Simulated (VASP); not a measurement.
Wanted: the native input for a VASP 6.6.1 run.

- Task: single point
- Functional: PBEsol
- Potentials or basis: VASP PAW PBE potentials, release 64 (B)
- Cutoff: 520 eV
- k mesh: 9 × 9 × 4
- Occupations: gaussian, width 0.1 eV
- Spin: no spin polarisation
- Dipole correction: no
- Further INCAR settings: ALGO = Normal; EDIFF = 1e-07; NBANDS = 14

The structure of B lies in POSCAR:

```
B
1.0
    2.9803534203      0.0000000000      0.0000000000
   -1.4901767101      2.5810617742      0.0000000000
    0.0000000000      0.0000000000      4.0182992076
B
4
Direct
    0.0000000000      0.0000000000      0.2500000000
    0.0000000000      0.0000000000      0.7500000000
    0.3333333333      0.6666666667      0.7500000000
    0.6666666667      0.3333333333      0.2500000000
```

This isn't the form of B at room conditions, which is rhombohedral.

One way to write it, as run:

INCAR

```
PREC     = Accurate       # precision mode
ENCUT    = 520            # plane-wave cutoff, eV
EDIFF    = 1E-7           # SCF threshold, eV
ISMEAR   = 0              # smearing method
SIGMA    = 0.1            # smearing width, eV
LREAL    = False          # projectors in reciprocal space
LASPH    = True           # aspherical terms in the spheres
NELM     = 100            # most SCF steps
ALGO     = Normal         # electronic algorithm
ISIF     = 2              # what is computed and relaxed
LWAVE    = False          # write WAVECAR
LCHARG   = False          # write CHGCAR
GGA      = PS             # functional
NBANDS   = 14             # bands
```

KPOINTS

```
regular mesh
0
Gamma
  9 9 4
```

Potentials or basis: VASP PAW PBE potentials, release 64 (B).

Run with:

```sh
$ cat potpaw_PBE.64/B/POTCAR > POTCAR
$ mpirun -np 1 vasp_std > vasp.out
```

It gave:

- Pressure: 0.3 GPa
- Band gap on the k mesh: zero (bands 6 and 7 overlap by 3.50 eV)

Caveat: the k points lie up to 0.39 Å⁻¹ apart, too coarse for converged energies and pressures of a metal; the PAW data sets were made with another functional, which shifts forces and pressure a little.

It took 5.7 s on 1 thread of Intel(R) Xeon(R) 6975P-C (Granite Rapids), with other jobs on the host, peak memory 0.13 GiB.
